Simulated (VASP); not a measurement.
# Sr (P6_3/mmc) in VASP: a series of runs

Sr is run at these levels: LDA; tasks: single point.

Program: VASP 6.6.1. These are calculated values, not measurements. Logs are shortened: lines on timing, memory, paths and dates and some standing lists are left out, and cuts for length are marked.

### 1 The cell of the first run

Symmetry: P6_3/mmc, No. 194, hexagonal system. Conventional cell: a = 3.622 Å, b = 3.622 Å, c = 5.982 Å, α = 90.00°, β = 90.00°, γ = 120.00°. Sr (site symmetry -6m2) has 12 Sr at 3.62 to 3.65 Å within 4.8 Å.

### 2 Single point, LDA

The input, INCAR:

```
SYSTEM = Sr
PREC = Accurate
ENCUT = 520
EDIFF = 1E-7
ISMEAR = -1
SIGMA = 0.1
LREAL = .FALSE.
LASPH = .TRUE.
NELM = 100
ALGO = Normal
ISIF = 2
LWAVE = .FALSE.
LCHARG = .TRUE.
LELF = .TRUE.
LVHAR = .TRUE.
NBANDS = 17
```

The input, KPOINTS:

```
Automatic mesh
0
G
  12 12 7
  0 0 0
```

The input, POSCAR:

```
Sr
1.0
    3.6217398119      0.0000000000      0.0000000000
   -1.8108699059      3.1365186830      0.0000000000
    0.0000000000      0.0000000000      5.9817902152
Sr
2
Direct
    0.3333333333      0.6666666667      0.2500000000
    0.6666666667      0.3333333333      0.7500000000
```

Potentials or basis: VASP PAW LDA potentials, release 64 (Sr_sv).

Launch:

```console
$ cat potpaw_LDA.64/Sr_sv/POTCAR > POTCAR
$ mpirun -np 1 vasp_std > vasp.out
```

OUTCAR:

```text
SYSTEM = Sr
   PREC = Accurate
   ENCUT = 520
   EDIFF = 1E-7
   ISMEAR = -1
   LREAL = .FALSE.
   LASPH = .TRUE.
   NELM = 100
   ISIF = 2

 ion  position               nearest neighbor table
   1  0.333  0.667  0.250-   2 3.65   2 3.65   2 3.65   2 3.65   2 3.65   2 3.65
   2  0.667  0.333  0.750-   1 3.65   1 3.65   1 3.65   1 3.65   1 3.65   1 3.65

  LATTYP: Found a hexagonal cell.
 ALAT       =     3.6217398119
 C/A-ratio  =     1.6516344425

  Lattice vectors:

 A1 = (   3.6217398119,   0.0000000000,   0.0000000000)
 A2 = (  -1.8108699059,   3.1365186830,   0.0000000000)
 A3 = (   0.0000000000,   0.0000000000,   5.9817902152)

Analysis of symmetry for initial positions (statically):
=====================================================================
 Subroutine PRICEL returns:
 Original cell was already a primitive cell.

 Routine SETGRP: Setting up the symmetry group for a
 hexagonal supercell.

 Subroutine GETGRP returns: Found 24 space group operations
 (whereof 12 operations were pure point group operations)
 out of a pool of 24 trial point group operations.

The static configuration has the point symmetry D_3d.
 The point group associated with its full space group is D_6h.

Analysis of symmetry for dynamics (positions and initial velocities):
=====================================================================
 Subroutine PRICEL returns:
 Original cell was already a primitive cell.

 Routine SETGRP: Setting up the symmetry group for a
 hexagonal supercell.

 Subroutine GETGRP returns: Found 24 space group operations
 (whereof 12 operations were pure point group operations)
 out of a pool of 24 trial point group operations.

The dynamic configuration has the point symmetry D_3d.
 The point group associated with its full space group is D_6h.

 Subroutine INISYM returns: Found 24 space group operations
 (whereof 12 operations are pure point group operations),
 and found     1 'primitive' translations

----------------------------------------------------------------------------------------

                                     Primitive cell

  volume of cell :      67.9511

  direct lattice vectors                    reciprocal lattice vectors
     3.621739812  0.000000000  0.000000000     0.276110392  0.159412409  0.000000000
    -1.810869906  3.136518683  0.000000000     0.000000000  0.318824819  0.000000000
     0.000000000  0.000000000  5.981790215     0.000000000  0.000000000  0.167174034

  length of vectors
     3.621739812  3.621739812  5.981790215     0.318824819  0.318824819  0.167174034

  position of ions in fractional coordinates (direct lattice)
     0.333333333  0.666666667  0.250000000
     0.666666667  0.333333333  0.750000000

  ion indices of the primitive-cell ions
   primitive index   ion index
                 1           1
                 2           2

----------------------------------------------------------------------------------------

 KPOINTS: Automatic mesh

Automatic generation of k-mesh.
 Grid dimensions read from file:
 generate k-points for:   12   12    7

 Generating k-lattice:

  Cartesian coordinates                     Fractional coordinates (reciprocal lattice)
     0.023009199  0.013284367  0.000000000     0.083333333  0.000000000  0.000000000
     0.000000000  0.026568735  0.000000000     0.000000000  0.083333333  0.000000000
     0.000000000  0.000000000  0.023882005     0.000000000  0.000000000  0.142857143

  Length of vectors
     0.026568735  0.026568735  0.023882005

  Shift w.r.t. Gamma in fractional coordinates (k-lattice)
     0.000000000  0.000000000  0.000000000

 Subroutine IBZKPT returns following result:
 ===========================================

 Found     76 irreducible k-points:

 Following reciprocal coordinates:
            Coordinates               Weight
  0.000000  0.000000  0.000000      1.000000
  0.083333  0.000000  0.000000      6.000000
  0.166667 -0.000000  0.000000      6.000000
  0.250000 -0.000000  0.000000      6.000000
  0.333333  0.000000  0.000000      6.000000
  0.416667 -0.000000  0.000000      6.000000
[... 16 lines left out ...]
  0.250000 -0.000000  0.142857     12.000000
  0.333333  0.000000  0.142857     12.000000
 [... further k-points ...]
   k-points           NKPTS =     76   k-points in BZ     NKDIM =     76   number of bands    NBANDS=     17
   number of dos      NEDOS =    301   number of ions     NIONS =      2
   total plane-waves  NPLWV =  37632
   dimension x,y,z NGX =    28 NGY =   28 NGZ =   48
   dimension x,y,z NGXF=    56 NGYF=   56 NGZF=   96
   ions per type =               2
   NGX,Y,Z   is equivalent  to a cutoff of  12.85, 12.85, 13.34 a.u.
   NGXF,Y,Z  is equivalent  to a cutoff of  25.71, 25.71, 26.68 a.u.
 SYSTEM =  Sr
   PREC   = accura    normal or accurate (medium, high low for compatibility)
   ISTART =      0    job   : 0-new  1-cont  2-samecut
   ICHARG =      2    charge: 1-file 2-atom 10-const
   ISPIN  =      1    spin polarized calculation?
   LNONCOLLINEAR =      F non collinear calculations
   LSORBIT =      F    spin-orbit coupling
   LASPH  =      T    aspherical Exc in radial PAW
   ENCUT  =  520.0 eV  38.22 Ry    6.18 a.u.   6.73  6.73 11.12*2*pi/ulx,y,z
   NELM   =    100;   NELMIN=  2; NELMDL= -5     # of ELM steps
   EDIFF  = 0.1E-06   stopping-criterion for ELM
   LREAL  =      F    real-space projection
   EDIFFG = 0.1E-05   stopping-criterion for IOM
   NSW    =      0    number of steps for IOM
   IBRION =     -1    ionic relax: 0-MD 1-quasi-New 2-CG
   NFREE  =      0    steps in history (QN), initial steepest desc. (CG)
   ISIF   =      2    stress and relaxation
   ISYM   =      2    0-nonsym 1-usesym 2-fastsym
   POTIM  = 0.5000    time-step for ionic-motion
   TEBEG  =    0.0;   TEEND  =   0.0 temperature during run
   PSTRESS=    0.0 pullay stress
   NELECT =      20.0000    total number of electrons
   NUPDOWN=      -1.0000    fix difference up-down
   EMIN   =  10.00;   EMAX   =-10.00  energy-range for DOS
   EFERMI =   0.00;   METHOD = LEGACY
   ISMEAR =    -1;   SIGMA  =   0.10  broadening in eV -4-tet -1-fermi 0-gaus
   EFERMI_NEDOS =   21; number of points for ismear=-14 and -15
   IALGO  =     38    algorithm
   IMIX   =      4    mixing-type and parameters
     AMIX     =   0.40;   BMIX     =  1.00
     AMIX_MAG =   1.60;   BMIX_MAG =  1.00
  volume/ion in A,a.u.               =      33.98       229.28
  Fermi-wavevector in a.u.,A,eV,Ry     =   1.088979  2.057871 16.134804  1.185875
  Thomas-Fermi vector in A             =   2.225172
   LORBIT       =      0    0 simple, 1 ext, 2 COOP (PROOUT), +10 PAW based schemes
   GGA     = CA    functional components
   LHFCALC =     F    Hartree Fock is set to
   AEXX    =    0.0000 exact exchange contribution
   IVDW    =     0    specifies the selected vdW correction
   LEPSILON=     F    determine dielectric tensor
   LRPA    =     F    only Hartree local field effects (RPA)
 non-spin polarized calculation
  energy-cutoff  :      520.00
  volume of cell :       67.95
 maximum number of plane-waves:      1852
 NGX is ok and might be reduce to    28
   NGX = 13   NGY = 13   NGZ = 23

 number of electron      20.0000000 magnetization

 Free energy of the ion-electron system (eV)
  ---------------------------------------------------
  ext. energy  EPLUGINS =         0.00000000
  ---------------------------------------------------
  free energy    TOTEN  =        -3.22726956 eV

  energy without entropy =       -3.15811897  energy(sigma->0) =       -3.19269427

 E-fermi :   3.2538     XC(G=0):  -9.2279

 val. band max:        3.2477425681   @ k =   0.4167   0.0833   0.1429
 cond. band min:       3.2775499771   @ k =   0.2500   0.1667   0.0000
 fundamental gap:      0.0298074091
 Fermi energy:         3.2538470871

 k-point     1 :       0.0000    0.0000    0.0000
  band No.  band energies     occupation
      1     -32.3104      2.00000
      2     -32.1951      2.00000
      3     -14.9488      2.00000
      4     -14.1154      2.00000
      5     -14.1154      2.00000
      6     -14.0047      2.00000
[... 9 lines left out ...]
     16       6.7378      0.00000
     17       7.6167      0.00000

 k-point     2 :       0.0833    0.0000    0.0000
  band No.  band energies     occupation
      1     -32.3031      2.00000
      2     -32.1913      2.00000
      3     -14.9273      2.00000
      4     -14.1693      2.00000
      5     -14.1315      2.00000
      6     -14.0592      2.00000
[... 9 lines left out ...]
     16       6.8989      0.00000
     17       7.2885      0.00000

 k-point     3 :       0.1667   -0.0000    0.0000
  band No.  band energies     occupation
      1     -32.2830      2.00000
      2     -32.1812      2.00000
      3     -14.8657      2.00000
      4     -14.3159      2.00000
      5     -14.2064      2.00000
      6     -14.1739      2.00000
[... 9 lines left out ...]
     16       6.7625      0.00000
     17       7.0035      0.00000

 k-point     4 :       0.2500   -0.0000    0.0000
  band No.  band energies     occupation
      1     -32.2543      2.00000
      2     -32.1683      2.00000
      3     -14.7729      2.00000
      4     -14.5139      2.00000
      5     -14.3947      2.00000
      6     -14.2289      2.00000
[... 9 lines left out ...]
     16       7.3595      0.00000
     17       7.5127      0.00000

 k-point     5 :       0.3333    0.0000    0.0000
  band No.  band energies     occupation
      1     -32.2236      2.00000
      2     -32.1572      2.00000
      3     -14.7079      2.00000
      4     -14.6637      2.00000
      5     -14.5717      2.00000
      6     -14.2816      2.00000
[... 9 lines left out ...]
     16       8.1745      0.00000
     17       8.5414      0.00000

 k-point     6 :       0.4167   -0.0000    0.0000
  band No.  band energies     occupation
      1     -32.1985      2.00000
      2     -32.1515      2.00000
      3     -14.8466      2.00000
      4     -14.6957      2.00000
      5     -14.5621      2.00000
      6     -14.3190      2.00000
[... 9 lines left out ...]
     16       9.1903      0.00000
     17       9.7286      0.00000

 k-point     7 :       0.5000   -0.0000    0.0000
  band No.  band energies     occupation
      1     -32.1880      2.00000
      2     -32.1506      2.00000
      3     -14.8967      2.00000
      4     -14.7401      2.00000
      5     -14.5140      2.00000
      6     -14.3325      2.00000
[... 9 lines left out ...]
     16      10.0135      0.00000
     17      10.4346      0.00000

 k-point     8 :       0.0833    0.0833    0.0000
  band No.  band energies     occupation
      1     -32.2894      2.00000
      2     -32.1843      2.00000
      3     -14.8857      2.00000
      4     -14.2586      2.00000
      5     -14.2004      2.00000
      6     -14.1246      2.00000
[... 9 lines left out ...]
     16       6.7819      0.00000
     17       7.1808      0.00000
[... 203 lines left out ...]
      1     -32.1588      2.00000
      2     -32.1588      2.00000
      3     -14.7261      2.00000
      4     -14.5986      2.00000
      5     -14.5986      2.00000
      6     -14.4422      2.00000
[... 9 lines left out ...]
     16       9.0700      0.00000
     17       9.0723      0.00000

 k-point    20 :       0.0000    0.0000    0.1429
  band No.  band energies     occupation
      1     -32.3047      2.00000
      2     -32.2009      2.00000
      3     -14.9062      2.00000
      4     -14.1099      2.00000
      5     -14.1099      2.00000
      6     -14.0563      2.00000
[... 9 lines left out ...]
     16       6.6327      0.00000
     17       7.8157      0.00000

 k-point    21 :       0.0833    0.0000    0.1429
  band No.  band energies     occupation
      1     -32.2977      2.00000
      2     -32.1969      2.00000
      3     -14.8870      2.00000
      4     -14.1627      2.00000
      5     -14.1256      2.00000
      6     -14.0964      2.00000
[... 9 lines left out ...]
     16       6.7752      0.00000
     17       7.6347      0.00000

 k-point    22 :       0.1667   -0.0000    0.1429
  band No.  band energies     occupation
      1     -32.2780      2.00000
      2     -32.1863      2.00000
      3     -14.8336      2.00000
      4     -14.3060      2.00000
      5     -14.2339      2.00000
      6     -14.1670      2.00000
[... 9 lines left out ...]
     16       7.0741      0.00000
     17       7.3266      0.00000

 k-point    23 :       0.2500   -0.0000    0.1429
  band No.  band energies     occupation
      1     -32.2501      2.00000
      2     -32.1726      2.00000
      3     -14.7636      2.00000
      4     -14.4916      2.00000
      5     -14.4144      2.00000
      6     -14.2209      2.00000
[... 9 lines left out ...]
     16       7.5499      0.00000
     17       7.5554      0.00000

 k-point    24 :       0.3333    0.0000    0.1429
  band No.  band energies     occupation
      1     -32.2203      2.00000
      2     -32.1605      2.00000
      3     -14.7651      2.00000
      4     -14.6242      2.00000
      5     -14.5479      2.00000
      6     -14.2726      2.00000
[... 9 lines left out ...]
     16       8.2073      0.00000
     17       8.4785      0.00000

 [... further k-points ...]

------------------------ aborting loop because EDIFF is reached ----------------------------------------

  FORCE on cell =-STRESS in cart. coord.  units (eV):
  Direction    XX          YY          ZZ          XY          YZ          ZX
  --------------------------------------------------------------------------------------
  -------------------------------------------------------------------------------------
  Total        3.4556301      3.4556301      3.4403472      0.0000000     -0.0000000      0.0000000
  in kB       81.4782188     81.4782188     81.1178724      0.0000000     -0.0000000      0.0000000
  external PRESSURE =      81.3581034 kB  Pullay stress =       0.0000000 kB

 VOLUME and BASIS-vectors are now :
 -----------------------------------------------------------------------------
  energy-cutoff  :      520.00
  volume of cell :       67.95
      direct lattice vectors                 reciprocal lattice vectors
     3.621739812  0.000000000  0.000000000     0.276110392  0.159412409  0.000000000
    -1.810869906  3.136518683  0.000000000     0.000000000  0.318824819  0.000000000
     0.000000000  0.000000000  5.981790215     0.000000000  0.000000000  0.167174034

 POSITION                                       TOTAL-FORCE (eV/Angst)
 -----------------------------------------------------------------------------------
     -0.00000      2.09101      1.49545        -0.000000      0.000000      0.000000
      1.81087      1.04551      4.48634         0.000000      0.000000      0.000000
 -----------------------------------------------------------------------------------
    total drift:                               -0.000000      0.000000     -0.000000

  FREE ENERGIE OF THE ION-ELECTRON SYSTEM (eV)
  ---------------------------------------------------
  free  energy   TOTEN  =        -3.2272695626 eV

  energy  without entropy=       -3.1581189749  energy(sigma->0) =       -3.19269427
```

It took 27 s on 1 thread of Intel Xeon 6975P-C (Granite Rapids), shared host; peak memory 0.2 GiB.

Results:

- Free energy: -3.2273 eV
- Pressure: 8.1 GPa
- Band gap on the k mesh: zero (band 10 reaches 3.54 eV, above the bottom of band 11 at 2.90 eV)

### 3 Single point, LDA

The input, INCAR:

```
PREC = Accurate
ENCUT = 520
EDIFF = 1E-6
ISMEAR = -1
SIGMA = 0.1
LREAL = False
LASPH = True
NELM = 100
ALGO = Normal
ISIF = 2
LWAVE = False
LCHARG = False
GGA = CA
NBANDS = 17
```

The input, KPOINTS:

```
regular mesh
0
Gamma
  12 12 7
```

POSCAR is that of step 2.

Potentials or basis: VASP PAW LDA potentials, release 64 (Sr_sv).

Launch:

```console
$ cat potpaw_LDA.64/Sr_sv/POTCAR > POTCAR
$ mpirun -np 1 vasp_std > vasp.out
```

Wall time 25 s (1 thread of Intel Xeon 6975P-C (Granite Rapids), shared host); peak memory 0.21 GiB.

It converged, with:

- Free energy: -3.2273 eV
- Pressure: 8.1 GPa
- Band gap on the k mesh: zero (band 10 reaches 3.54 eV, above the bottom of band 11 at 2.90 eV)

Levels at points of the mesh, in eV from the Fermi level:
```tsv
k point	band 6	band 7	band 8	band 9	band 10	band 11	band 12	band 13	band 14	band 15
(0.00, 0.00, 0.00)	-17.26	-17.26	-17.26	-4.08	-1.37	1.42	2.73	2.83	2.83	3.48
(0.50, 0.00, 0.00)	-17.59	-17.47	-17.38	-0.98	-0.65	-0.35	0.90	2.08	2.68	2.89
```
